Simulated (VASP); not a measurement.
# Pt (Fm-3m) in VASP: notebook

Pt is run at these levels: PBEsol; tasks: single point, relaxation of cell and atoms.

All numbers are computed with VASP 6.6.1; they aren't measurements. Logs are shortened: lines on timing, memory, paths and dates and some standing lists are left out, and cuts for length are marked.

## (1) The cell of the first run

The structure is cubic, space group Fm-3m (No. 225). Conventional cell: a = 3.494 Å, b = 3.494 Å, c = 3.494 Å, α = 90.00°, β = 90.00°, γ = 90.00°. Pt (site symmetry m-3m) has 12 Pt at 2.47 Å within 3.3 Å.

## (2) Single point, PBEsol

File INCAR:

```
SYSTEM = Pt
ALGO = Normal
EDIFF = 1E-6
ENCUT = 500
GGA = PS
GGA_COMPAT = .False.
ISIF = 2
ISMEAR = 0
LASPH = .True.
LCHARG = .False.
LREAL = .False.
LWAVE = .False.
NBANDS = 11
NELM = 120
PREC = Accurate
SIGMA = 0.1
```

File KPOINTS:

```
k-points
0
Gamma
  10 10 10
  0 0 0
```

File POSCAR:

```
Pt
1.0
    0.0000000000      1.7469029060      1.7469029060
    1.7469029060      0.0000000000      1.7469029060
    1.7469029060      1.7469029060      0.0000000000
Pt
1
Direct
    0.0000000000      0.0000000000      0.0000000000
```

Potentials or basis: VASP PAW PBE potentials, release 64 (Pt).

The run is started by

```bash
$ cat potpaw_PBE.64/Pt/POTCAR > POTCAR
$ mpirun -np 1 vasp_std > vasp.out
```

OUTCAR:

```text
SYSTEM = Pt
   EDIFF = 1E-6
   ENCUT = 500
   GGA = PS
   ISIF = 2
   ISMEAR = 0
   LASPH = .True.
   LREAL = .False.
   NELM = 120
   PREC = Accurate

 ion  position               nearest neighbor table
   1  0.000  0.000  0.000-

  LATTYP: Found a face centered cubic cell.
 ALAT       =     3.4938058120

  Lattice vectors:

 A1 = (   0.0000000000,   1.7469029060,   1.7469029060)
 A2 = (   1.7469029060,   0.0000000000,   1.7469029060)
 A3 = (   1.7469029060,   1.7469029060,   0.0000000000)

Analysis of symmetry for initial positions (statically):
=====================================================================
 Subroutine PRICEL returns:
 Original cell was already a primitive cell.

 Routine SETGRP: Setting up the symmetry group for a
 face centered cubic supercell.

 Subroutine GETGRP returns: Found 48 space group operations
 (whereof 48 operations were pure point group operations)
 out of a pool of 48 trial point group operations.

The static configuration has the point symmetry O_h .

Analysis of symmetry for dynamics (positions and initial velocities):
=====================================================================
 Subroutine PRICEL returns:
 Original cell was already a primitive cell.

 Routine SETGRP: Setting up the symmetry group for a
 face centered cubic supercell.

 Subroutine GETGRP returns: Found 48 space group operations
 (whereof 48 operations were pure point group operations)
 out of a pool of 48 trial point group operations.

The dynamic configuration has the point symmetry O_h .

 Subroutine INISYM returns: Found 48 space group operations
 (whereof 48 operations are pure point group operations),
 and found     1 'primitive' translations

----------------------------------------------------------------------------------------

                                     Primitive cell

  volume of cell :      10.6619

  direct lattice vectors                    reciprocal lattice vectors
     0.000000000  1.746902906  1.746902906    -0.286220830  0.286220830  0.286220830
     1.746902906  0.000000000  1.746902906     0.286220830 -0.286220830  0.286220830
     1.746902906  1.746902906  0.000000000     0.286220830  0.286220830 -0.286220830

  length of vectors
     2.470493782  2.470493782  2.470493782     0.495749020  0.495749020  0.495749020

  position of ions in fractional coordinates (direct lattice)
     0.000000000  0.000000000  0.000000000

  ion indices of the primitive-cell ions
   primitive index   ion index
                 1           1

----------------------------------------------------------------------------------------

 KPOINTS: k-points

Automatic generation of k-mesh.
 Grid dimensions read from file:
 generate k-points for:   10   10   10

 Generating k-lattice:

  Cartesian coordinates                     Fractional coordinates (reciprocal lattice)
    -0.028622083  0.028622083  0.028622083     0.100000000  0.000000000  0.000000000
     0.028622083 -0.028622083  0.028622083     0.000000000  0.100000000  0.000000000
     0.028622083  0.028622083 -0.028622083     0.000000000  0.000000000  0.100000000

  Length of vectors
     0.049574902  0.049574902  0.049574902

  Shift w.r.t. Gamma in fractional coordinates (k-lattice)
     0.000000000  0.000000000  0.000000000

 Subroutine IBZKPT returns following result:
 ===========================================

 Found     47 irreducible k-points:

 Following reciprocal coordinates:
            Coordinates               Weight
  0.000000  0.000000  0.000000      1.000000
  0.100000  0.000000  0.000000      8.000000
  0.200000  0.000000  0.000000      8.000000
  0.300000  0.000000  0.000000      8.000000
  0.400000  0.000000  0.000000      8.000000
  0.500000  0.000000  0.000000      4.000000
[... 16 lines left out ...]
  0.300000  0.300000  0.000000      6.000000
  0.400000  0.300000  0.000000     24.000000
 [... further k-points ...]
   k-points           NKPTS =     47   k-points in BZ     NKDIM =     47   number of bands    NBANDS=     11
   number of dos      NEDOS =    301   number of ions     NIONS =      1
   total plane-waves  NPLWV =   5832
   dimension x,y,z NGX =    18 NGY =   18 NGZ =   18
   dimension x,y,z NGXF=    36 NGYF=   36 NGZF=   36
   ions per type =               1
   NGX,Y,Z   is equivalent  to a cutoff of  12.11, 12.11, 12.11 a.u.
   NGXF,Y,Z  is equivalent  to a cutoff of  24.23, 24.23, 24.23 a.u.
 SYSTEM =  Pt
   PREC   = accura    normal or accurate (medium, high low for compatibility)
   ISTART =      0    job   : 0-new  1-cont  2-samecut
   ICHARG =      2    charge: 1-file 2-atom 10-const
   ISPIN  =      1    spin polarized calculation?
   LNONCOLLINEAR =      F non collinear calculations
   LSORBIT =      F    spin-orbit coupling
   LASPH  =      T    aspherical Exc in radial PAW
   ENCUT  =  500.0 eV  36.75 Ry    6.06 a.u.   4.50  4.50  4.50*2*pi/ulx,y,z
   NELM   =    120;   NELMIN=  2; NELMDL= -5     # of ELM steps
   EDIFF  = 0.1E-05   stopping-criterion for ELM
   LREAL  =      F    real-space projection
   EDIFFG = 0.1E-04   stopping-criterion for IOM
   NSW    =      0    number of steps for IOM
   IBRION =     -1    ionic relax: 0-MD 1-quasi-New 2-CG
   NFREE  =      0    steps in history (QN), initial steepest desc. (CG)
   ISIF   =      2    stress and relaxation
   ISYM   =      2    0-nonsym 1-usesym 2-fastsym
   POTIM  = 0.5000    time-step for ionic-motion
   TEBEG  =    0.0;   TEEND  =   0.0 temperature during run
   PSTRESS=    0.0 pullay stress
   NELECT =      10.0000    total number of electrons
   NUPDOWN=      -1.0000    fix difference up-down
   EMIN   =  10.00;   EMAX   =-10.00  energy-range for DOS
   EFERMI =   0.00;   METHOD = LEGACY
   ISMEAR =     0;   SIGMA  =   0.10  broadening in eV -4-tet -1-fermi 0-gaus
   EFERMI_NEDOS =   21; number of points for ismear=-14 and -15
   IALGO  =     38    algorithm
   IMIX   =      4    mixing-type and parameters
     AMIX     =   0.40;   BMIX     =  1.00
     AMIX_MAG =   1.60;   BMIX_MAG =  1.00
  volume/ion in A,a.u.               =      10.66        71.95
  Fermi-wavevector in a.u.,A,eV,Ry     =   1.602493  3.028272 34.939529  2.567983
  Thomas-Fermi vector in A             =   2.699305
   LORBIT       =      0    0 simple, 1 ext, 2 COOP (PROOUT), +10 PAW based schemes
   GGA     = PS    functional components
   LHFCALC =     F    Hartree Fock is set to
   AEXX    =    0.0000 exact exchange contribution
   IVDW    =     0    specifies the selected vdW correction
   LEPSILON=     F    determine dielectric tensor
   LRPA    =     F    only Hartree local field effects (RPA)
 non-spin polarized calculation
 Gauss-broadening in eV      SIGMA  =   0.10
  energy-cutoff  :      500.00
  volume of cell :       10.66
 maximum number of plane-waves:       283
 NGX is ok and might be reduce to    18
   NGX =  9   NGY =  9   NGZ =  9

 number of electron      10.0000000 magnetization

 Free energy of the ion-electron system (eV)
  ---------------------------------------------------
  ext. energy  EPLUGINS =         0.00000000
  ---------------------------------------------------
  free energy    TOTEN  =        -4.60151826 eV

  energy without entropy =       -4.59762809  energy(sigma->0) =       -4.59957317

 E-fermi :  19.2628     XC(G=0): -15.7474

 val. band max:       19.2055481420   @ k =   0.4000   0.3000   0.0000
 cond. band min:      19.3088196430   @ k =   0.4000   0.3000   0.0000
 fundamental gap:      0.1032715010
 Fermi energy:        19.2628173159

 k-point     1 :       0.0000    0.0000    0.0000
  band No.  band energies     occupation
      1       4.3912      2.00000
      2      12.5898      2.00000
      3      12.5898      2.00000
      4      12.5898      2.00000
      5      16.3904      2.00000
      6      16.3904      2.00000
      7      31.9303      0.00000
      8      39.0311      0.00000
      9      39.0311      0.00000
     10      39.0311      0.00000
     11      45.7179      0.00000

 k-point     2 :       0.1000    0.0000    0.0000
  band No.  band energies     occupation
      1       4.9638      2.00000
      2      12.2765      2.00000
      3      12.8365      2.00000
      4      12.8365      2.00000
      5      16.2142      2.00000
      6      16.2142      2.00000
      7      32.9718      0.00000
      8      37.1146      0.00000
      9      40.0611      0.00000
     10      40.0611      0.00000
     11      48.3296      0.00000

 k-point     3 :       0.2000    0.0000    0.0000
  band No.  band energies     occupation
      1       6.3602      2.00000
      2      11.8839      2.00000
      3      13.2093      2.00000
      4      13.2093      2.00000
      5      16.1965      2.00000
      6      16.1965      2.00000
      7      33.7427      0.00000
      8      36.0704      0.00000
      9      42.9051      0.00000
     10      42.9051      0.00000
     11      47.8639      0.00000

 k-point     4 :       0.3000    0.0000    0.0000
  band No.  band energies     occupation
      1       7.3682      2.00000
      2      12.8730      2.00000
      3      13.0093      2.00000
      4      13.0093      2.00000
      5      17.2045      2.00000
      6      17.2045      2.00000
      7      31.5892      0.00000
      8      36.5482      0.00000
      9      45.7129      0.00000
     10      45.7129      0.00000
     11      45.9222      0.00000
[... 239 lines left out ...]
 k-point    22 :      -0.2000    0.2000    0.0000
  band No.  band energies     occupation
      1       8.8932      2.00000
      2      11.0013      2.00000
      3      12.5184      2.00000
      4      14.4884      2.00000
      5      14.9055      2.00000
      6      19.9291      0.00000
      7      33.8267      0.00000
      8      38.5197      0.00000
      9      38.7965      0.00000
     10      40.7698      0.00000
     11      48.0618      0.00000

 k-point    23 :       0.3000    0.3000    0.0000
  band No.  band energies     occupation
      1       8.2079      2.00000
      2       9.1469      2.00000
      3      14.5845      2.00000
      4      16.5119      2.00000
      5      16.5119      2.00000
      6      18.1976      2.00000
      7      37.7143      0.00000
      8      37.7143      0.00000
      9      38.3582      0.00000
     10      42.0483      0.00000
     11      44.4269      0.00000

 k-point    24 :       0.4000    0.3000    0.0000
  band No.  band energies     occupation
      1       8.2219      2.00000
      2       8.9017      2.00000
      3      14.7086      2.00000
      4      16.8124      2.00000
      5      19.2055      1.58201
      6      19.3088      0.51532
      7      33.7491      0.00000
      8      36.0450      0.00000
      9      37.5813      0.00000
     10      43.4606      0.00000
     11      45.2456      0.00000

 [... further k-points ...]

------------------------ aborting loop because EDIFF is reached ----------------------------------------

  FORCE on cell =-STRESS in cart. coord.  units (eV):
  Direction    XX          YY          ZZ          XY          YZ          ZX
  --------------------------------------------------------------------------------------
  -------------------------------------------------------------------------------------
  Total       16.2585225     16.2585225     16.2585225      0.0000000      0.0000000     -0.0000000
  in kB     2443.1794148   2443.1794148   2443.1794148      0.0000000      0.0000000     -0.0000000
  external PRESSURE =    2443.1794148 kB  Pullay stress =       0.0000000 kB

 VOLUME and BASIS-vectors are now :
 -----------------------------------------------------------------------------
  energy-cutoff  :      500.00
  volume of cell :       10.66
      direct lattice vectors                 reciprocal lattice vectors
     0.000000000  1.746902906  1.746902906    -0.286220830  0.286220830  0.286220830
     1.746902906  0.000000000  1.746902906     0.286220830 -0.286220830  0.286220830
     1.746902906  1.746902906  0.000000000     0.286220830  0.286220830 -0.286220830

 POSITION                                       TOTAL-FORCE (eV/Angst)
 -----------------------------------------------------------------------------------
      0.00000      0.00000      0.00000         0.000000      0.000000      0.000000
 -----------------------------------------------------------------------------------
    total drift:                                0.000000     -0.000000     -0.000000

  FREE ENERGIE OF THE ION-ELECTRON SYSTEM (eV)
  ---------------------------------------------------
  free  energy   TOTEN  =        -4.6015182620 eV

  energy  without entropy=       -4.5976280864  energy(sigma->0) =       -4.59957317
```

It took 6 s on 1 thread of Intel Xeon Platinum 8259CL at 2.50GHz (Skylake/Cascade Lake), shared host; peak memory 0.12 GiB.

What came out:

```yaml
Free_energy: -4.6015 eV
Pressure: 244.3 GPa
Band_gap_on_the_k_mesh: zero (band 5 reaches 20.24 eV, above the bottom of band 6 at 16.20 eV)
```

Levels at points of the mesh, in eV from the Fermi level:
```tsv
k point	band 3	band 4	band 5	band 6	band 7	band 8
(0.00, 0.00, 0.00)	-6.67	-6.67	-2.87	-2.87	12.67	19.77
(0.50, 0.00, 0.00)	-6.85	-2.01	0.12	0.12	9.16	12.40
(0.50, 0.50, 0.00)	0.09	0.97	0.97	1.18	12.27	12.27
```

Caveat: the PAW data sets were made with another functional, which shifts forces and pressure a little; spin-orbit coupling is left out, which moves the levels of the heavy elements.

## (3) Relaxation of cell and atoms, PBEsol, target pressure 241 GPa, at which the enthalpy is minimised

File INCAR:

```
PREC     = Accurate       # precision mode
ENCUT    = 500            # plane-wave cutoff, eV
EDIFF    = 1E-7           # SCF threshold, eV
ISMEAR   = 0              # smearing method
SIGMA    = 0.1            # smearing width, eV
LREAL    = False          # projectors in reciprocal space
LASPH    = True           # aspherical terms in the spheres
NELM     = 120            # most SCF steps
ALGO     = Normal         # electronic algorithm
ISIF     = 3              # what is computed and relaxed
LWAVE    = False          # write WAVECAR
LCHARG   = False          # write CHGCAR
GGA      = PS             # functional
IBRION   = 2              # ionic algorithm
NSW      = 80             # ionic steps
EDIFFG   = -0.05          # ionic threshold
PSTRESS  = 2410.0       
GGA_COMPAT= False        
NELMIN   = 4
```

File KPOINTS:

```
Automatic mesh
0
Gamma
  10 10 10
```

POSCAR is that of step 2.

Potentials or basis: VASP PAW PBE potentials, release 64 (Pt).

The run is started by

```bash
$ cat potpaw_PBE.64/Pt/POTCAR > POTCAR
$ mpirun -np 1 vasp_std > vasp.out
```

Run time: 12 s. Hardware: 1 thread of Intel Xeon Platinum 8259CL at 2.50GHz (Skylake/Cascade Lake), shared host; peak memory 0.13 GiB.

Results (log left out):

| Property | Result |
| --- | --- |
| Free energy | -4.6426 eV |
| Relaxed volume | 10.69 Å³/atom |
| Relaxed cell | a = 2.473 Å, b = 2.473 Å, c = 2.473 Å, α = 60.00°, β = 60.00°, γ = 60.00° |
| Space group after relaxing (to 0.05 Å) | Fm-3m (No. 225) |
| Energy change on relaxing (the enthalpy is what falls) | -41.1 meV/atom |
| Ionic steps | 3 |
| Pressure after relaxing | 241.0 GPa |
| Band gap on the k mesh | zero (band 5 reaches 20.16 eV, above the bottom of band 6 at 16.14 eV) |

The path:
```
step  energy change (eV)  largest force (eV/Å)  pressure (GPa)  volume (Å³)
   1              0.0000                0.0000          244.32        10.66
   2             -0.4810                0.0000          204.48        11.01
   3             -0.0411                0.0000          240.98        10.69
```

Final structure:
```cif
data_structure
_symmetry_space_group_name_H-M 'P 1'
_symmetry_Int_Tables_number 1
_cell_length_a 2.4726
_cell_length_b 2.4726
_cell_length_c 2.4726
_cell_angle_alpha 60.000
_cell_angle_beta 60.000
_cell_angle_gamma 60.000
_cell_volume 10.69
loop_
_atom_site_label
_atom_site_type_symbol
_atom_site_fract_x
_atom_site_fract_y
_atom_site_fract_z
_atom_site_occupancy
Pt1 Pt 0.00000 0.00000 0.00000 1
```

Levels at points of the mesh, in eV from the Fermi level:
| k point | band 1 | band 2 | band 3 | band 4 | band 5 | band 6 | band 7 | band 8 | band 9 |
| --- | --- | --- | --- | --- | --- | --- | --- | --- | --- |
| (0.00, 0.00, 0.00) | -14.83 | -6.65 | -6.65 | -6.65 | -2.86 | -2.86 | 12.69 | 19.77 | 19.77 |
| (0.50, 0.00, 0.00) | -11.93 | -6.83 | -6.83 | -2.00 | 0.12 | 0.12 | 9.13 | 12.42 | 20.79 |
| (0.50, 0.50, 0.00) | -12.07 | -11.38 | 0.09 | 0.96 | 0.96 | 1.18 | 12.26 | 12.26 | 13.47 |

Caveat: the cell is relaxed towards a set pressure, so the enthalpy falls and the energy may rise; the PAW data sets were made with another functional, which shifts forces and pressure a little; spin-orbit coupling is left out, which moves the levels of the heavy elements.
